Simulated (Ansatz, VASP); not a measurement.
**Two plane-wave programs on Ag2O**

```
CELL_PARAMETERS angstrom
4.61125 0.00000 0.00000
0.00000 4.61125 0.00000
0.00000 0.00000 4.61125
ATOMIC_POSITIONS crystal
Ag 0.25000 0.25000 0.25000
Ag 0.25000 0.75000 0.75000
Ag 0.75000 0.75000 0.25000
Ag 0.75000 0.25000 0.75000
O 0.00000 0.00000 0.00000
O 0.50000 0.50000 0.50000
```

Alike in both runs: task single point; functional PBE; k mesh 8 × 8 × 8; occupations gaussian, width 0.1 eV; no spin polarisation.

|  | VASP | Ansatz |
| --- | --- | --- |
| version | VASP 6.6.1 | Ansatz 0.2.0 |
| potentials or method | VASP PAW PBE potentials, release 64 (Ag, O), cutoff 600 eV | scalar-relativistic, plane waves, PAW |
| valence electrons in the cell | 56 | 88 |

```tsv
	VASP	Ansatz	Ansatz less VASP
gap on the k mesh at the Fermi level (eV)	0.16	0.15	-0.007
least direct gap on the mesh (eV)	0.16	0.15	-0.007
pressure (GPa)	12.3	12.5	+0.23
```

The functional is the same, so the differences come from potentials, cutoffs and numerics. VASP's potentials hold 56 valence electrons a cell and Ansatz's 88, so a difference there can come from the potentials and not from the codes.
